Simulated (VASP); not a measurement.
# Ga2O3 (C2/m) in VASP: single point with r2SCAN+rVV10

Aim: the single point of Ga2O3 with r2SCAN+rVV10.

Program: VASP 6.6.1. These are calculated values, not measurements. Logs are shortened: lines on timing, memory, paths and dates and some standing lists are left out, and cuts for length are marked.

## (1) The cell of the first run

Symmetry: C2/m, No. 12, monoclinic system. The conventional cell has a = 12.204 Å, b = 3.033 Å, c = 5.797 Å, α = 90.00°, β = 103.81°, γ = 90.00°. Within 2.6 Å of Ga (site symmetry m) lie 6 O at 1.93 to 2.07 Å. Ga (site symmetry m) has 4 O at 1.83 to 1.86 Å within 2.4 Å. Within 2.4 Å of O (site symmetry m) lie 3 Ga at 1.84 to 1.93 Å. O (site symmetry m) has 4 Ga at 1.86 to 2.07 Å within 2.5 Å. Within 2.4 Å of O (site symmetry m) lie 3 Ga at 1.83 to 1.94 Å.

## (2) Single point, r2SCAN+rVV10

POSCAR reads:

```
Ga2O3
1.0
    6.1020602010     -1.5162698055     -0.0045555876
    6.1020602010      1.5162698055     -0.0045555876
   -1.3797229313      0.0000000000      5.6307793938
Ga O
4 6
Direct
    0.3411090367      0.3411090367      0.6856860959
    0.6588909633      0.6588909633      0.3143139041
    0.9090680904      0.9090680904      0.2048214114
    0.0909319096      0.0909319096      0.7951785886
    0.5036712890      0.5036712890      0.7445494616
    0.4963287110      0.4963287110      0.2554505384
    0.8270219748      0.8270219748      0.4375323849
    0.1729780252      0.1729780252      0.5624676151
    0.1655511179      0.1655511179      0.1092313117
    0.8344488821      0.8344488821      0.8907686883
```

INCAR.step1 reads:

```
PREC     = Accurate       # precision mode
ENCUT    = 520            # plane-wave cutoff, eV
ISMEAR   = -1             # smearing method
SIGMA    = 0.03           # smearing width, eV
LREAL    = False          # projectors in reciprocal space
LASPH    = True           # aspherical terms in the spheres
NELM     = 80             # most SCF steps
NBANDS   = 55             # bands
GGA      = PE             # functional
ALGO     = Normal         # electronic algorithm
EDIFF    = 1E-4           # SCF threshold, eV
LWAVE    = True           # write WAVECAR
LCHARG   = False          # write CHGCAR
```

INCAR.step2 reads:

```
PREC     = Accurate       # precision mode
ENCUT    = 520            # plane-wave cutoff, eV
EDIFF    = 1E-6           # SCF threshold, eV
ISMEAR   = -1             # smearing method
SIGMA    = 0.03           # smearing width, eV
LREAL    = False          # projectors in reciprocal space
LASPH    = True           # aspherical terms in the spheres
NELM     = 80             # most SCF steps
ALGO     = Normal         # electronic algorithm
ISIF     = 2              # what is computed and relaxed
LWAVE    = False          # write WAVECAR
LCHARG   = True           # write CHGCAR
METAGGA  = R2SCAN         # meta-GGA
LMIXTAU  = True         
LUSE_VDW = True         
IVDW_NL  = 2            
BPARAM   = 11.95        
CPARAM   = 0.0093       
LELF     = True           # ELF
LVHAR    = True         
NBANDS   = 55             # bands
ISTART   = 1
```

KPOINTS reads:

```
Automatic mesh
0
Gamma
  8 8 4
```

Potentials or basis: VASP PAW PBE potentials, release 64 (Ga_d, O).

The run is started by

```sh
$ cat potpaw_PBE.64/Ga_d/POTCAR potpaw_PBE.64/O/POTCAR > POTCAR
$ cp INCAR.step1 INCAR
$ mpirun -np 1 vasp_std > vasp.out
$ cp INCAR.step2 INCAR
$ mpirun -np 1 vasp_std > vasp.out
```

OUTCAR:

```text
PREC = Accurate
   ENCUT = 520
   EDIFF = 1E-6
   ISMEAR = -1
   LREAL = False
   LASPH = True
   NELM = 80
   ISIF = 2
   METAGGA = R2SCAN
   IVDW_NL = 2
   BPARAM = 11.95
   ISTART = 1

 ion  position               nearest neighbor table
   1  0.341  0.341  0.686-   5 1.93  10 1.94  10 1.94   8 2.01   7 2.07   7 2.07
   2  0.659  0.659  0.314-   6 1.93   9 1.94   9 1.94   7 2.01   8 2.07   8 2.07
   3  0.909  0.909  0.205-  10 1.83   6 1.84   6 1.84   7 1.86
   4  0.091  0.091  0.795-   9 1.83   5 1.84   5 1.84   8 1.86
   5  0.504  0.504  0.745-   4 1.84   4 1.84   1 1.93
   6  0.496  0.496  0.255-   3 1.84   3 1.84   2 1.93
   7  0.827  0.827  0.438-   3 1.86   2 2.01   1 2.07   1 2.07
   8  0.173  0.173  0.562-   4 1.86   1 2.01   2 2.07   2 2.07
   9  0.166  0.166  0.109-   4 1.83   2 1.94   2 1.94
  10  0.834  0.834  0.891-   3 1.83   1 1.94   1 1.94

  LATTYP: Found a base centered monoclinic cell.
 ALAT       =    12.2041238030
 B/A-ratio  =     0.2484848286
 C/A-ratio  =     0.4750323717
 COS(beta)  =    -0.2387168907

  Lattice vectors:

 A1 = (   6.1020602010,  -1.5162698055,  -0.0045555876)
 A2 = (   6.1020602010,   1.5162698055,  -0.0045555876)
 A3 = (  -1.3797229313,   0.0000000000,   5.6307793938)

Analysis of symmetry for initial positions (statically):
=====================================================================
 Subroutine PRICEL returns:
 Original cell was already a primitive cell.

 Routine SETGRP: Setting up the symmetry group for a
 base centered monoclinic supercell.

 Subroutine GETGRP returns: Found  4 space group operations
 (whereof  4 operations were pure point group operations)
 out of a pool of  4 trial point group operations.

The static configuration has the point symmetry C_2h.

Analysis of symmetry for dynamics (positions and initial velocities):
=====================================================================
 Subroutine PRICEL returns:
 Original cell was already a primitive cell.

 Routine SETGRP: Setting up the symmetry group for a
 base centered monoclinic supercell.

 Subroutine GETGRP returns: Found  4 space group operations
 (whereof  4 operations were pure point group operations)
 out of a pool of  4 trial point group operations.

The dynamic configuration has the point symmetry C_2h.

 Subroutine INISYM returns: Found  4 space group operations
 (whereof  4 operations are pure point group operations),
 and found     1 'primitive' translations

----------------------------------------------------------------------------------------

                                     Primitive cell

  volume of cell :     104.1770

  direct lattice vectors                    reciprocal lattice vectors
     6.102060201 -1.516269805 -0.004555588     0.081954531 -0.329756616  0.020081509
     6.102060201  1.516269805 -0.004555588     0.081954531  0.329756616  0.020081509
    -1.379722931  0.000000000  5.630779394     0.000132611  0.000000000  0.177627802

  length of vectors
     6.287625432  6.287625432  5.797353875     0.340381019  0.340381019  0.177627851

  position of ions in fractional coordinates (direct lattice)
     0.341109037  0.341109037  0.685686096
     0.658890963  0.658890963  0.314313904
     0.909068090  0.909068090  0.204821411
     0.090931910  0.090931910  0.795178589
     0.503671289  0.503671289  0.744549462
     0.496328711  0.496328711  0.255450538
     0.827021975  0.827021975  0.437532385
     0.172978025  0.172978025  0.562467615
     0.165551118  0.165551118  0.109231312
     0.834448882  0.834448882  0.890768688

  ion indices of the primitive-cell ions
   primitive index   ion index
                 1           1
                 2           2
                 3           3
                 4           4
                 5           5
                 6           6
                 7           7
                 8           8
                 9           9
                10          10

----------------------------------------------------------------------------------------

 KPOINTS: Automatic mesh

Automatic generation of k-mesh.
 Grid dimensions read from file:
 generate k-points for:    8    8    4

 Generating k-lattice:

  Cartesian coordinates                     Fractional coordinates (reciprocal lattice)
     0.010244316 -0.041219577  0.002510189     0.125000000  0.000000000  0.000000000
     0.010244316  0.041219577  0.002510189     0.000000000  0.125000000  0.000000000
     0.000033153  0.000000000  0.044406950    -0.000000000 -0.000000000  0.250000000

  Length of vectors
     0.042547627  0.042547627  0.044406963

  Shift w.r.t. Gamma in fractional coordinates (k-lattice)
     0.000000000  0.000000000  0.000000000

 Subroutine IBZKPT returns following result:
 ===========================================

 Found     78 irreducible k-points:

 Following reciprocal coordinates:
            Coordinates               Weight
  0.000000  0.000000  0.000000      1.000000
  0.125000  0.000000  0.000000      4.000000
  0.250000  0.000000  0.000000      4.000000
  0.375000 -0.000000  0.000000      4.000000
  0.500000  0.000000  0.000000      2.000000
  0.125000  0.125000  0.000000      2.000000
[... 16 lines left out ...]
  0.125000  0.000000  0.250000      4.000000
  0.250000  0.000000  0.250000      4.000000
 [... further k-points ...]
   k-points           NKPTS =     78   k-points in BZ     NKDIM =     78   number of bands    NBANDS=     55
   number of dos      NEDOS =    301   number of ions     NIONS =     10
   total plane-waves  NPLWV = 110592
   dimension x,y,z NGX =    48 NGY =   48 NGZ =   48
   dimension x,y,z NGXF=    96 NGYF=   96 NGZF=   96
   ions per type =               4   6
   NGX,Y,Z   is equivalent  to a cutoff of  12.69, 12.69, 13.76 a.u.
   NGXF,Y,Z  is equivalent  to a cutoff of  25.38, 25.38, 27.53 a.u.
 SYSTEM =  unknown system
   PREC   = accura    normal or accurate (medium, high low for compatibility)
   ISTART =      1    job   : 0-new  1-cont  2-samecut
   ICHARG =      0    charge: 1-file 2-atom 10-const
   ISPIN  =      1    spin polarized calculation?
   LNONCOLLINEAR =      F non collinear calculations
   LSORBIT =      F    spin-orbit coupling
   LASPH  =      T    aspherical Exc in radial PAW
   ENCUT  =  520.0 eV  38.22 Ry    6.18 a.u.  11.69 11.69 10.78*2*pi/ulx,y,z
   NELM   =     80;   NELMIN=  2; NELMDL=  0     # of ELM steps
   EDIFF  = 0.1E-05   stopping-criterion for ELM
   LREAL  =      F    real-space projection
   EDIFFG = 0.1E-04   stopping-criterion for IOM
   NSW    =      0    number of steps for IOM
   IBRION =     -1    ionic relax: 0-MD 1-quasi-New 2-CG
   NFREE  =      0    steps in history (QN), initial steepest desc. (CG)
   ISIF   =      2    stress and relaxation
   ISYM   =      2    0-nonsym 1-usesym 2-fastsym
   POTIM  = 0.5000    time-step for ionic-motion
   TEBEG  =    0.0;   TEEND  =   0.0 temperature during run
   PSTRESS=    0.0 pullay stress
   NELECT =      88.0000    total number of electrons
   NUPDOWN=      -1.0000    fix difference up-down
   EMIN   =  10.00;   EMAX   =-10.00  energy-range for DOS
   EFERMI =   0.00;   METHOD = LEGACY
   ISMEAR =    -1;   SIGMA  =   0.03  broadening in eV -4-tet -1-fermi 0-gaus
   EFERMI_NEDOS =   21; number of points for ismear=-14 and -15
   IALGO  =     38    algorithm
   IMIX   =      4    mixing-type and parameters
     AMIX     =   0.40;   BMIX     =  1.00
     AMIX_MAG =   1.60;   BMIX_MAG =  1.00
  volume/ion in A,a.u.               =      10.42        70.30
  Fermi-wavevector in a.u.,A,eV,Ry     =   1.547551  2.924448 32.584796  2.394915
  Thomas-Fermi vector in A             =   2.652628
   LORBIT       =      0    0 simple, 1 ext, 2 COOP (PROOUT), +10 PAW based schemes
   METAGGA = R2SCAN    functional components
   LHFCALC =     F    Hartree Fock is set to
   AEXX    =    0.0000 exact exchange contribution
   IVDW_NL    =     2    kernel type
   BPARAM     =11.9500
   IVDW    =     0    specifies the selected vdW correction
   LEPSILON=     F    determine dielectric tensor
   LRPA    =     F    only Hartree local field effects (RPA)
 non-spin polarized calculation
  energy-cutoff  :      520.00
  volume of cell :      104.18
 maximum number of plane-waves:      2842
   NGX = 23   NGY = 23   NGZ = 21

 number of electron      88.0000018 magnetization

 Free energy of the ion-electron system (eV)
  ---------------------------------------------------
  ext. energy  EPLUGINS =         0.00000000
  ---------------------------------------------------
  free energy    TOTEN  =       -99.90088114 eV

  energy without entropy =      -99.90088114  energy(sigma->0) =      -99.90088114

 E-fermi :   4.1220     XC(G=0): -12.6286

 val. band max:        3.4674103177   @ k =   0.5000   0.3750   0.5000
 cond. band min:       6.5032884152   @ k =   0.0000   0.0000   0.0000
 fundamental gap:      3.0358780975
 Fermi energy:         4.1219540137

 k-point     1 :       0.0000    0.0000    0.0000
  band No.  band energies     occupation
      1     -16.4174      2.00000
      2     -15.2346      2.00000
      3     -15.2219      2.00000
      4     -15.0924      2.00000
      5     -14.6445      2.00000
      6     -14.6186      2.00000
[... 47 lines left out ...]
     54      16.8089      0.00000
     55      17.0803      0.00000

 k-point     2 :       0.1250    0.0000    0.0000
  band No.  band energies     occupation
      1     -16.2977      2.00000
      2     -15.2261      2.00000
      3     -15.1878      2.00000
      4     -15.0167      2.00000
      5     -14.6416      2.00000
      6     -14.6151      2.00000
[... 47 lines left out ...]
     54      15.8519      0.00000
     55      15.9885      0.00000
[... 1216 lines left out ...]
     54      16.0431      0.00000
     55      16.4997      0.00000

 k-point    24 :       0.2500    0.0000    0.2500
  band No.  band energies     occupation
      1     -15.8683      2.00000
      2     -15.2880      2.00000
      3     -15.1268      2.00000
      4     -14.8734      2.00000
      5     -14.6696      2.00000
      6     -14.5758      2.00000
[... 47 lines left out ...]
     54      15.1245      0.00000
     55      16.5223      0.00000

 [... further k-points ...]

------------------------ aborting loop because EDIFF is reached ----------------------------------------

  FORCE on cell =-STRESS in cart. coord.  units (eV):
  Direction    XX          YY          ZZ          XY          YZ          ZX
  --------------------------------------------------------------------------------------
  -------------------------------------------------------------------------------------
  Total        1.0872177      1.3138749      1.1130984      0.0000000      0.0000000      0.0348343
  in kB       16.7207243     20.2065682     17.1187526      0.0000000      0.0000000      0.5357301
  external PRESSURE =      18.0153484 kB  Pullay stress =       0.0000000 kB

 VOLUME and BASIS-vectors are now :
 -----------------------------------------------------------------------------
  energy-cutoff  :      520.00
  volume of cell :      104.18
      direct lattice vectors                 reciprocal lattice vectors
     6.102060201 -1.516269805 -0.004555588     0.081954531 -0.329756616  0.020081509
     6.102060201  1.516269805 -0.004555588     0.081954531  0.329756616  0.020081509
    -1.379722931  0.000000000  5.630779394     0.000132611  0.000000000  0.177627802

 POSITION                                       TOTAL-FORCE (eV/Angst)
 -----------------------------------------------------------------------------------
      3.21688      0.00000      3.85784         0.002874      0.000000     -0.045902
      7.60752      0.00000      1.76383        -0.002874      0.000000      0.045902
     10.81178      0.00000      1.14502        -0.029601      0.000000     -0.001167
      0.01262      0.00000      4.47665         0.029601      0.000000      0.001167
      5.11959      0.00000      4.18780        -0.074117      0.000000     -0.027405
      5.70480      0.00000      1.43386         0.074117      0.000000      0.027405
      9.48940      0.00000      2.45611        -0.026583      0.000000      0.054087
      1.33500      0.00000      3.16556         0.026583      0.000000     -0.054087
      1.86970      0.00000      0.61355         0.062306      0.000000      0.030917
      8.95470      0.00000      5.00812        -0.062306      0.000000     -0.030917
 -----------------------------------------------------------------------------------
    total drift:                                0.000000     -0.000000     -0.000000

  FREE ENERGIE OF THE ION-ELECTRON SYSTEM (eV)
  ---------------------------------------------------
  free  energy   TOTEN  =       -99.9008811383 eV

  energy  without entropy=      -99.9008811383  energy(sigma->0) =      -99.90088114
```

Run time: 1.5 h. Hardware: 1 thread of Oxide Virtual Turin-like, shared host; peak memory 0.91 GiB.

What came out:

```
Free energy            : -99.9009 eV
Pressure               : 1.8 GPa
Largest force          : 0.079 eV/Å
Band gap on the k mesh : 3.04 eV (least direct gap 3.06 eV)
```

Forces on the atoms (eV/Å):
```
Ga   0.003  0.000 -0.046
Ga  -0.003  0.000  0.046
Ga  -0.030  0.000 -0.001
Ga   0.030  0.000  0.001
O   -0.074  0.000 -0.027
O    0.074  0.000  0.027
O   -0.027  0.000  0.054
O    0.027  0.000 -0.054
O    0.062  0.000  0.031
O   -0.062  0.000 -0.031
```

Stress tensor (GPa, compression positive):
```
1.67 0.00 0.05
0.00 2.02 0.00
0.05 0.00 1.71
```

Caveat: the PAW data sets were made with another functional, which shifts forces and pressure a little. A k mesh can miss the band edges.
